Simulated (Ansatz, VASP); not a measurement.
Two plane-wave programs on ZnO

Contents of INCAR:

```
PREC = Accurate
ENCUT = 520
EDIFF = 1E-8
ISMEAR = -1
SIGMA = 0.02
LREAL = F
LASPH = T
NELM = 100
ALGO = Normal
ISIF = 2
LWAVE = F
LCHARG = F
GGA = CA
LEFG = T
NBANDS = 26
```

KPOINTS

```
regular mesh
0
Gamma
  11 11 6
```

Contents of POSCAR:

```
ZnO
1.0
    3.3143866984      0.0000000000      0.0000000000
   -1.6571933491      2.8703430787      0.0000000000
    0.0000000000      0.0000000000      5.2038000000
Zn O
2 2
Direct
    0.3333333333      0.6666666667      0.0000000000
    0.6666666667      0.3333333333      0.5000000000
    0.3333333333      0.6666666667      0.3821000000
    0.6666666667      0.3333333333      0.8821000000
```

Input for Ansatz:

```yaml
crystal:
  lattice:
    - [3.3143866984, 0.0, 0.0]
    - [-1.6571933491, 2.8703430787, 0.0]
    - [0.0, 0.0, 5.2038]
  atoms:
    - { symbol: Zn, position: [0.3333333333, 0.6666666667, 0.0] }
    - { symbol: Zn, position: [0.6666666667, 0.3333333333, 0.5] }
    - { symbol: O, position: [0.3333333333, 0.6666666667, 0.3821] }
    - { symbol: O, position: [0.6666666667, 0.3333333333, 0.8821] }
kpoints:
  mp_grid: { grid: [11, 11, 6] }
scf:
  occupations: { method: fermi_dirac, width: 0.02 }
hamiltonian:
  xc: lda
  pseudopotentials: { kind: paw }
output:
  forces: true
  stress: true
  eigenvalues: true
  efg: { contact_densities: true }
```

Change from the starting cell: equal xx and yy strain of +2 %, PAW files.

Alike in both runs: task electric field gradients; functional LDA; k mesh 11 × 11 × 6; occupations fermi-dirac, width 0.02 eV; no spin polarisation.

|  | VASP | Ansatz |
| --- | --- | --- |
| version | VASP 6.6.1 | Ansatz 0.2.0 |
| potentials or method | VASP PAW LDA potentials, release 64 (Zn, O) | PAW with Ansatz's default frozen-core files, scalar-relativistic |
| plane-wave cutoff (eV) | 520 | 420 |
| valence electrons in the cell | 36 | 36 |

```csv
,VASP,Ansatz,Ansatz less VASP
pressure (GPa),-10.8,-11.7,-0.88
"traceless stress, the component that is largest in VASP (GPa)",2.98,2.89,-0.086
rms of the force components (eV/Å),0.048,0.041,-0.0062
size of Vzz on the site where it differs most (V/Å²),1.7,1.3,-0.43
```

LDA's correlation is that of Perdew and Zunger in VASP and of Perdew and Wang (1992) in Ansatz. Atom by atom the forces differ by 0.006 eV/Å (rms over components).
